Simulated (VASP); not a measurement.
# CdTe (F-43m) in VASP: a series of runs

CdTe is run at these levels: PBEsol; tasks: single point, relaxation of cell and atoms.

Program: VASP 6.6.1. These are calculated values, not measurements. Logs are shortened: lines on timing, memory, paths and dates and some standing lists are left out, and cuts for length are marked.

## (1) The cell of the first run

Symmetry: F-43m, No. 216, cubic system. Conventional cell: a = 6.611 Å, b = 6.611 Å, c = 6.611 Å, α = 90.00°, β = 90.00°, γ = 90.00°. Within 3.8 Å of Cd (site symmetry -43m) lie 4 Te at 2.86 Å. Te (site symmetry -43m) has 4 Cd at 2.86 Å within 3.8 Å.

## (2) Single point, PBEsol

File INCAR:

```
SYSTEM = CdTe
PREC = Accurate ; ENCUT = 520
EDIFF = 1E-6 ; ISMEAR = 0
SIGMA = 0.01 ; LREAL = .False.
LASPH = .True. ; NELM = 100
ALGO = Normal ; ISIF = 2
LWAVE = .False. ; LCHARG = .False.
GGA = PS ; NBANDS = 16
```

File KPOINTS:

```
Automatic mesh
0
Gamma
  6 6 6
  0 0 0
```

File POSCAR:

```
CdTe
1.0
    3.3054934859      3.3054934859      0.0000000000
   -3.3054934859      3.3054934859      0.0000000000
    0.0000000000      3.3054934859      3.3054934859
Cd Te
1 1
Direct
    0.0000000000      0.0000000000      0.0000000000
    0.7500000000      0.2500000000      0.5000000000
```

Potentials or basis: VASP PAW PBE potentials, release 64 (Cd, Te).

On the command line:

```
$ cat potpaw_PBE.64/Cd/POTCAR potpaw_PBE.64/Te/POTCAR > POTCAR
$ mpirun -np 1 vasp_std > vasp.out
```

OUTCAR:

```text
SYSTEM = CdTe
   PREC = Accurate
   ENCUT = 520
   EDIFF = 1E-6
   ISMEAR = 0
   LREAL = .False.
   LASPH = .True.
   NELM = 100
   ISIF = 2
   GGA = PS

 ion  position               nearest neighbor table
   1  0.000  0.000  0.000-   2 2.86   2 2.86   2 2.86   2 2.86
   2  0.750  0.250  0.500-   1 2.86   1 2.86   1 2.86   1 2.86

  LATTYP: Found a face centered cubic cell.
 ALAT       =     6.6109869718

  Lattice vectors:

 A1 = (   0.0000000000,   3.3054934859,   3.3054934859)
 A2 = (   3.3054934859,   0.0000000000,   3.3054934859)
 A3 = (   3.3054934859,   3.3054934859,   0.0000000000)

Analysis of symmetry for initial positions (statically):
=====================================================================
 Subroutine PRICEL returns:
 Original cell was already a primitive cell.

 Routine SETGRP: Setting up the symmetry group for a
 face centered cubic supercell.

 Subroutine GETGRP returns: Found 24 space group operations
 (whereof 24 operations were pure point group operations)
 out of a pool of 48 trial point group operations.

The static configuration has the point symmetry T_d .

Analysis of symmetry for dynamics (positions and initial velocities):
=====================================================================
 Subroutine PRICEL returns:
 Original cell was already a primitive cell.

 Routine SETGRP: Setting up the symmetry group for a
 face centered cubic supercell.

 Subroutine GETGRP returns: Found 24 space group operations
 (whereof 24 operations were pure point group operations)
 out of a pool of 48 trial point group operations.

The dynamic configuration has the point symmetry T_d .

 Subroutine INISYM returns: Found 24 space group operations
 (whereof 24 operations are pure point group operations),
 and found     1 'primitive' translations

----------------------------------------------------------------------------------------

                                     Primitive cell

  volume of cell :      72.2335

  direct lattice vectors                    reciprocal lattice vectors
     3.305493486  3.305493486  0.000000000     0.151263345  0.151263345 -0.151263345
    -3.305493486  3.305493486  0.000000000    -0.151263345  0.151263345 -0.151263345
     0.000000000  3.305493486  3.305493486     0.000000000  0.000000000  0.302526689

  length of vectors
     4.674673718  4.674673718  4.674673718     0.261995798  0.261995798  0.302526689

[... 70 lines left out ...]
   NELM   =    100;   NELMIN=  2; NELMDL= -5     # of ELM steps
   EDIFF  = 0.1E-05   stopping-criterion for ELM
   LREAL  =      F    real-space projection
   EDIFFG = 0.1E-04   stopping-criterion for IOM
   NSW    =      0    number of steps for IOM
   IBRION =     -1    ionic relax: 0-MD 1-quasi-New 2-CG
   NFREE  =      0    steps in history (QN), initial steepest desc. (CG)
   ISIF   =      2    stress and relaxation
   ISYM   =      2    0-nonsym 1-usesym 2-fastsym
   POTIM  = 0.5000    time-step for ionic-motion
   TEBEG  =    0.0;   TEEND  =   0.0 temperature during run
   PSTRESS=    0.0 pullay stress
   NELECT =      18.0000    total number of electrons
   NUPDOWN=      -1.0000    fix difference up-down
   EMIN   =  10.00;   EMAX   =-10.00  energy-range for DOS
   EFERMI =   0.00;   METHOD = LEGACY
   ISMEAR =     0;   SIGMA  =   0.01  broadening in eV -4-tet -1-fermi 0-gaus
   EFERMI_NEDOS =   21; number of points for ismear=-14 and -15
   IALGO  =     38    algorithm
   IMIX   =      4    mixing-type and parameters
     AMIX     =   0.40;   BMIX     =  1.00
     AMIX_MAG =   1.60;   BMIX_MAG =  1.00
  volume/ion in A,a.u.               =      36.12       243.73
  Fermi-wavevector in a.u.,A,eV,Ry     =   1.030195  1.946786 14.439882  1.061301
  Thomas-Fermi vector in A             =   2.164281
   LORBIT       =      0    0 simple, 1 ext, 2 COOP (PROOUT), +10 PAW based schemes
   GGA     = PS    functional components
   LHFCALC =     F    Hartree Fock is set to
   AEXX    =    0.0000 exact exchange contribution
   IVDW    =     0    specifies the selected vdW correction
   LEPSILON=     F    determine dielectric tensor
   LRPA    =     F    only Hartree local field effects (RPA)
 non-spin polarized calculation
 Gauss-broadening in eV      SIGMA  =   0.01
  energy-cutoff  :      520.00
  volume of cell :       72.23
 maximum number of plane-waves:      1964
   NGX = 17   NGY = 17   NGZ = 17

 number of electron      18.0000006 magnetization

 Free energy of the ion-electron system (eV)
  ---------------------------------------------------
  ext. energy  EPLUGINS =         0.00000000
  ---------------------------------------------------
  free energy    TOTEN  =        -5.46145344 eV

  energy without entropy =       -5.46145344  energy(sigma->0) =       -5.46145344

 E-fermi :   1.7961     XC(G=0):  -8.5176

 val. band max:        1.6942156779   @ k =   0.0000   0.0000   0.0000
 cond. band min:       2.1811000828   @ k =   0.0000   0.0000   0.0000
 fundamental gap:      0.4868844049
 Fermi energy:         1.7960746171

 k-point     1 :       0.0000    0.0000    0.0000
  band No.  band energies     occupation
      1      -9.1934      2.00000
      2      -6.3752      2.00000
      3      -6.3752      2.00000
      4      -6.3752      2.00000
      5      -6.1525      2.00000
      6      -6.1525      2.00000
[... 281 lines left out ...]
      3      -6.2614      2.00000
      4      -6.1923      2.00000
      5      -6.1409      2.00000
      6      -5.6840      2.00000
[... 8 lines left out ...]
     15      12.4925      0.00000
     16      12.7555      0.00000

------------------------ aborting loop because EDIFF is reached ----------------------------------------

  FORCE on cell =-STRESS in cart. coord.  units (eV):
  Direction    XX          YY          ZZ          XY          YZ          ZX
  --------------------------------------------------------------------------------------
  -------------------------------------------------------------------------------------
  Total       -0.8455320     -0.8455320     -0.8455320      0.0000000     -0.0000000      0.0000000
  in kB      -18.7543374    -18.7543374    -18.7543374      0.0000000     -0.0000000      0.0000000
  external PRESSURE =     -18.7543374 kB  Pullay stress =       0.0000000 kB

 VOLUME and BASIS-vectors are now :
 -----------------------------------------------------------------------------
  energy-cutoff  :      520.00
  volume of cell :       72.23
      direct lattice vectors                 reciprocal lattice vectors
     3.305493486  3.305493486  0.000000000     0.151263345  0.151263345 -0.151263345
    -3.305493486  3.305493486  0.000000000    -0.151263345  0.151263345 -0.151263345
     0.000000000  3.305493486  3.305493486     0.000000000  0.000000000  0.302526689

 POSITION                                       TOTAL-FORCE (eV/Angst)
 -----------------------------------------------------------------------------------
      0.00000      0.00000      0.00000         0.000000     -0.000000     -0.000000
      1.65275      4.95824      1.65275        -0.000000      0.000000      0.000000
 -----------------------------------------------------------------------------------
    total drift:                                0.000000      0.000000      0.000000

  FREE ENERGIE OF THE ION-ELECTRON SYSTEM (eV)
  ---------------------------------------------------
  free  energy   TOTEN  =        -5.4614534405 eV

  energy  without entropy=       -5.4614534405  energy(sigma->0) =       -5.46145344
```

Run time: 16 s. Hardware: 1 thread of Intel Xeon Platinum 8259CL at 2.50GHz (Skylake/Cascade Lake), shared host; peak memory 0.21 GiB.

What came out:

| Item | Value |
| --- | --- |
| Free energy | -5.4615 eV |
| Pressure | -1.9 GPa |
| Band gap on the k mesh | 0.49 eV, direct |

Caveat: the PAW data sets were made with another functional, which shifts forces and pressure a little; spin-orbit coupling is left out, which moves the levels of the heavy elements.

## (3) Single point, PBEsol

This run uses another cell than the first one, of 34.16 Å³/atom, 0.946 times its volume.

File INCAR:

```
SYSTEM = CdTe
PREC = Accurate
ENCUT = 520
EDIFF = 1E-6
ISMEAR = -1
SIGMA = 0.1
LREAL = .False.
LASPH = .True.
NELM = 100
ALGO = Normal
ISIF = 2
LWAVE = .False.
LCHARG = .False.
GGA = PS
NBANDS = 16
```

File KPOINTS:

```
regular mesh
0
Gamma
  10 10 10
  0 0 0
```

File POSCAR:

```
CdTe
1.0
    3.2447046504      3.2447046504      0.0000000000
   -3.2447046504      3.2447046504      0.0000000000
    0.0000000000      3.2447046504      3.2447046504
Cd Te
1 1
Direct
    0.0000000000      0.0000000000      0.0000000000
    0.7500000000      0.2500000000      0.5000000000
```

Potentials or basis: VASP PAW PBE potentials, release 64 (Cd, Te).

On the command line:

```
$ cat potpaw_PBE.64/Cd/POTCAR potpaw_PBE.64/Te/POTCAR > POTCAR
$ mpirun -np 1 vasp_std > vasp.out
```

OUTCAR:

```text
SYSTEM = CdTe
   PREC = Accurate
   ENCUT = 520
   EDIFF = 1E-6
   ISMEAR = -1
   LREAL = .False.
   LASPH = .True.
   NELM = 100
   ISIF = 2
   GGA = PS

 ion  position               nearest neighbor table
   1  0.000  0.000  0.000-   2 2.81   2 2.81   2 2.81   2 2.81
   2  0.750  0.250  0.500-   1 2.81   1 2.81   1 2.81   1 2.81

  LATTYP: Found a face centered cubic cell.
 ALAT       =     6.4894093008

  Lattice vectors:

 A1 = (   0.0000000000,   3.2447046504,   3.2447046504)
 A2 = (   3.2447046504,   0.0000000000,   3.2447046504)
 A3 = (   3.2447046504,   3.2447046504,   0.0000000000)

Analysis of symmetry for initial positions (statically):
=====================================================================
 Subroutine PRICEL returns:
 Original cell was already a primitive cell.

 Routine SETGRP: Setting up the symmetry group for a
 face centered cubic supercell.

 Subroutine GETGRP returns: Found 24 space group operations
 (whereof 24 operations were pure point group operations)
 out of a pool of 48 trial point group operations.

The static configuration has the point symmetry T_d .

Analysis of symmetry for dynamics (positions and initial velocities):
=====================================================================
 Subroutine PRICEL returns:
 Original cell was already a primitive cell.

 Routine SETGRP: Setting up the symmetry group for a
 face centered cubic supercell.

 Subroutine GETGRP returns: Found 24 space group operations
 (whereof 24 operations were pure point group operations)
 out of a pool of 48 trial point group operations.

The dynamic configuration has the point symmetry T_d .

 Subroutine INISYM returns: Found 24 space group operations
 (whereof 24 operations are pure point group operations),
 and found     1 'primitive' translations

----------------------------------------------------------------------------------------

                                     Primitive cell

  volume of cell :      68.3212

  direct lattice vectors                    reciprocal lattice vectors
     3.244704650  3.244704650  0.000000000     0.154097230  0.154097230 -0.154097230
    -3.244704650  3.244704650  0.000000000    -0.154097230  0.154097230 -0.154097230
     0.000000000  3.244704650  3.244704650     0.000000000  0.000000000  0.308194461

  length of vectors
     4.588705322  4.588705322  4.588705322     0.266904232  0.266904232  0.308194461

  position of ions in fractional coordinates (direct lattice)
     0.000000000  0.000000000  0.000000000
     0.750000000  0.250000000  0.500000000

  ion indices of the primitive-cell ions
   primitive index   ion index
                 1           1
                 2           2

----------------------------------------------------------------------------------------

 KPOINTS: regular mesh

Automatic generation of k-mesh.
 Grid dimensions read from file:
 generate k-points for:   10   10   10

 Generating k-lattice:

  Cartesian coordinates                     Fractional coordinates (reciprocal lattice)
     0.015409723  0.015409723 -0.015409723     0.100000000  0.000000000  0.000000000
    -0.015409723  0.015409723 -0.015409723     0.000000000  0.100000000  0.000000000
     0.000000000  0.000000000  0.030819446     0.000000000  0.000000000  0.100000000

  Length of vectors
     0.026690423  0.026690423  0.030819446

  Shift w.r.t. Gamma in fractional coordinates (k-lattice)
     0.000000000  0.000000000  0.000000000

 Subroutine IBZKPT returns following result:
 ===========================================

 Found     47 irreducible k-points:

 Following reciprocal coordinates:
            Coordinates               Weight
  0.000000  0.000000  0.000000      1.000000
  0.100000  0.000000  0.000000      8.000000
  0.200000  0.000000  0.000000      8.000000
  0.300000  0.000000  0.000000      8.000000
  0.400000  0.000000  0.000000      8.000000
  0.500000  0.000000  0.000000      4.000000
[... 16 lines left out ...]
  0.300000  0.300000  0.000000     12.000000
  0.400000  0.300000  0.000000     24.000000
 [... further k-points ...]
   k-points           NKPTS =     47   k-points in BZ     NKDIM =     47   number of bands    NBANDS=     16
   number of dos      NEDOS =    301   number of ions     NIONS =      2
   total plane-waves  NPLWV =  46656
   dimension x,y,z NGX =    36 NGY =   36 NGZ =   36
   dimension x,y,z NGXF=    72 NGYF=   72 NGZF=   72
   ions per type =               1   1
   NGX,Y,Z   is equivalent  to a cutoff of  13.04, 13.04, 13.04 a.u.
   NGXF,Y,Z  is equivalent  to a cutoff of  26.09, 26.09, 26.09 a.u.
 SYSTEM =  CdTe
   PREC   = accura    normal or accurate (medium, high low for compatibility)
   ISTART =      0    job   : 0-new  1-cont  2-samecut
   ICHARG =      2    charge: 1-file 2-atom 10-const
   ISPIN  =      1    spin polarized calculation?
   LNONCOLLINEAR =      F non collinear calculations
   LSORBIT =      F    spin-orbit coupling
   LASPH  =      T    aspherical Exc in radial PAW
   ENCUT  =  520.0 eV  38.22 Ry    6.18 a.u.   8.53  8.53  8.53*2*pi/ulx,y,z
   NELM   =    100;   NELMIN=  2; NELMDL= -5     # of ELM steps
   EDIFF  = 0.1E-05   stopping-criterion for ELM
   LREAL  =      F    real-space projection
   EDIFFG = 0.1E-04   stopping-criterion for IOM
   NSW    =      0    number of steps for IOM
   IBRION =     -1    ionic relax: 0-MD 1-quasi-New 2-CG
   NFREE  =      0    steps in history (QN), initial steepest desc. (CG)
   ISIF   =      2    stress and relaxation
   ISYM   =      2    0-nonsym 1-usesym 2-fastsym
   POTIM  = 0.5000    time-step for ionic-motion
   TEBEG  =    0.0;   TEEND  =   0.0 temperature during run
   PSTRESS=    0.0 pullay stress
   NELECT =      18.0000    total number of electrons
   NUPDOWN=      -1.0000    fix difference up-down
   EMIN   =  10.00;   EMAX   =-10.00  energy-range for DOS
   EFERMI =   0.00;   METHOD = LEGACY
   ISMEAR =    -1;   SIGMA  =   0.10  broadening in eV -4-tet -1-fermi 0-gaus
   EFERMI_NEDOS =   21; number of points for ismear=-14 and -15
   IALGO  =     38    algorithm
   IMIX   =      4    mixing-type and parameters
     AMIX     =   0.40;   BMIX     =  1.00
     AMIX_MAG =   1.60;   BMIX_MAG =  1.00
  volume/ion in A,a.u.               =      34.16       230.53
  Fermi-wavevector in a.u.,A,eV,Ry     =   1.049495  1.983259 14.986006  1.101440
  Thomas-Fermi vector in A             =   2.184460
   LORBIT       =      0    0 simple, 1 ext, 2 COOP (PROOUT), +10 PAW based schemes
   GGA     = PS    functional components
   LHFCALC =     F    Hartree Fock is set to
   AEXX    =    0.0000 exact exchange contribution
   IVDW    =     0    specifies the selected vdW correction
   LEPSILON=     F    determine dielectric tensor
   LRPA    =     F    only Hartree local field effects (RPA)
 non-spin polarized calculation
  energy-cutoff  :      520.00
  volume of cell :       68.32
 maximum number of plane-waves:      1855
 NGX is ok and might be reduce to    36
   NGX = 17   NGY = 17   NGZ = 17

 number of electron      17.9999997 magnetization

 Free energy of the ion-electron system (eV)
  ---------------------------------------------------
  ext. energy  EPLUGINS =         0.00000000
  ---------------------------------------------------
  free energy    TOTEN  =        -5.49040636 eV

  energy without entropy =       -5.49011389  energy(sigma->0) =       -5.49026013

 E-fermi :   2.6487     XC(G=0):  -8.7645

 val. band max:        2.1748239942   @ k =   0.0000   0.0000   0.0000
 cond. band min:       2.8260820213   @ k =   0.0000   0.0000   0.0000
 fundamental gap:      0.6512580270
 Fermi energy:         2.6486542953

 k-point     1 :       0.0000    0.0000    0.0000
  band No.  band energies     occupation
      1      -9.0154      2.00000
      2      -6.0657      2.00000
      3      -6.0657      2.00000
      4      -6.0657      2.00000
      5      -5.8034      2.00000
      6      -5.8034      2.00000
[... 8 lines left out ...]
     15      11.5134      0.00000
     16      11.5134      0.00000

 k-point     2 :       0.1000    0.0000    0.0000
  band No.  band energies     occupation
      1      -8.9771      2.00000
      2      -6.0584      2.00000
      3      -6.0584      2.00000
      4      -6.0377      2.00000
      5      -5.8041      2.00000
      6      -5.8041      2.00000
[... 8 lines left out ...]
     15      10.9146      0.00000
     16      10.9146      0.00000
[... 387 lines left out ...]
      5      -5.8051      2.00000
      6      -5.3792      2.00000
[... 8 lines left out ...]
     15      10.6694      0.00000
     16      13.8364      0.00000

 k-point    24 :       0.4000    0.3000    0.0000
  band No.  band energies     occupation
      1      -8.5185      2.00000
      2      -5.9627      2.00000
      3      -5.9405      2.00000
      4      -5.8377      2.00000
      5      -5.7942      2.00000
      6      -5.3082      2.00000
[... 8 lines left out ...]
     15      11.5692      0.00000
     16      13.7949      0.00000

 [... further k-points ...]
[... 5 lines left out ...]
  --------------------------------------------------------------------------------------
  -------------------------------------------------------------------------------------
  Total        0.0684875      0.0684875      0.0684875     -0.0000000     -0.0000000     -0.0000000
  in kB        1.6060777      1.6060777      1.6060777     -0.0000000     -0.0000000     -0.0000000
  external PRESSURE =       1.6060777 kB  Pullay stress =       0.0000000 kB

 VOLUME and BASIS-vectors are now :
 -----------------------------------------------------------------------------
  energy-cutoff  :      520.00
  volume of cell :       68.32
      direct lattice vectors                 reciprocal lattice vectors
     3.244704650  3.244704650  0.000000000     0.154097230  0.154097230 -0.154097230
    -3.244704650  3.244704650  0.000000000    -0.154097230  0.154097230 -0.154097230
     0.000000000  3.244704650  3.244704650     0.000000000  0.000000000  0.308194461

 POSITION                                       TOTAL-FORCE (eV/Angst)
 -----------------------------------------------------------------------------------
      0.00000      0.00000      0.00000        -0.000000     -0.000000      0.000000
      1.62235      4.86706      1.62235         0.000000      0.000000      0.000000
 -----------------------------------------------------------------------------------
    total drift:                                0.000000     -0.000000      0.000000

  FREE ENERGIE OF THE ION-ELECTRON SYSTEM (eV)
  ---------------------------------------------------
  free  energy   TOTEN  =        -5.4904063621 eV

  energy  without entropy=       -5.4901138902  energy(sigma->0) =       -5.49026013
```

Run time: 40 s. Hardware: 1 thread of Intel Xeon Platinum 8259CL at 2.50GHz (Skylake/Cascade Lake), shared host; peak memory 0.23 GiB.

What came out:

```
Free energy            : -5.4904 eV
Pressure               : 0.2 GPa
Band gap on the k mesh : 0.65 eV, direct
```

Levels at points of the mesh, in eV from the valence-band top:
| k point | band 6 | band 7 | band 8 | band 9 | band 10 | band 11 | band 12 | band 13 |
| --- | --- | --- | --- | --- | --- | --- | --- | --- |
| (0.00, 0.00, 0.00) | -7.98 | 0.00 | 0.00 | 0.00 | 0.65 | 4.55 | 4.55 | 4.55 |
| (0.50, 0.00, 0.00) | -7.64 | -4.45 | -0.78 | -0.78 | 1.73 | 5.13 | 5.13 | 6.93 |
| (0.50, 0.50, 0.00) | -7.50 | -4.33 | -1.87 | -1.87 | 2.50 | 2.60 | 8.70 | 9.05 |

Caveat: the PAW data sets were made with another functional, which shifts forces and pressure a little; spin-orbit coupling is left out, which moves the levels of the heavy elements.

(Continued in part 2 of 2.)
